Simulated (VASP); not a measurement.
Write the native input for VASP 6.6.1 that does the following.

```
Task                   : single point
Functional             : PBEsol
Potentials or basis    : VASP PAW PBE potentials, release 64 (N)
Cutoff                 : 520 eV
k mesh                 : 6 × 6 × 4
Occupations            : gaussian, width 0.01 eV
Spin                   : no spin polarisation
Dipole correction      : no
Further INCAR settings : ALGO = Normal; EDIFF = 1e-07; NBANDS = 18; ISYM = 0
```

The structure of N lies in POSCAR:

```
N
1.0
    4.4609270328      0.0000000000      0.0000000000
    0.0000000000      4.4609270328      0.0000000000
    0.0000000000      0.0000000000      5.7930303845
N
4
Direct
    0.9127534532      0.9133403765      0.0003415323
    0.5871956926      0.4138835950      0.5004658385
    0.0870907642      0.0876653754      0.0007707604
    0.4128877588      0.5882368018      0.5007083434
```

One way to write it, as run:

INCAR

```
SYSTEM = N
ALGO     = Normal         ! electronic algorithm
EDIFF    = 1E-7           ! SCF threshold, eV
ENCUT    = 520            ! plane-wave cutoff, eV
GGA      = PS             ! functional
ISIF     = 2              ! what is computed and relaxed
ISMEAR   = 0              ! smearing method
ISYM     = 0            
LASPH    = .TRUE.         ! aspherical terms in the spheres
LCHARG   = .FALSE.        ! write CHGCAR
LREAL    = .FALSE.        ! projectors in reciprocal space
LWAVE    = .FALSE.        ! write WAVECAR
NBANDS   = 18             ! bands
NELM     = 60             ! most SCF steps
PREC     = Accurate       ! precision mode
SIGMA    = 0.01           ! smearing width, eV
```

KPOINTS

```
k-points
0
G
  6 6 4
  0 0 0
```

Potentials or basis: VASP PAW PBE potentials, release 64 (N).

Run with:

```bash
$ cat potpaw_PBE.64/N/POTCAR > POTCAR
$ mpirun -np 1 vasp_std > vasp.out
```

Results of the run:

- Pressure: 1.7 GPa
- Largest force: 1.870 eV/Å
- Band gap on the k mesh: 7.36 eV (least direct gap 7.45 eV)

Caveat: the standard files for N, O and F lose accuracy on very short bonds; this functional lacks dispersion, which holds the molecules together, so the pressure and a relaxed volume are unreliable; the PAW data sets were made with another functional, which shifts forces and pressure a little.

It took 2.8 min on 1 thread of Intel Xeon 8259CL, on a shared host, peak memory 0.29 GiB.
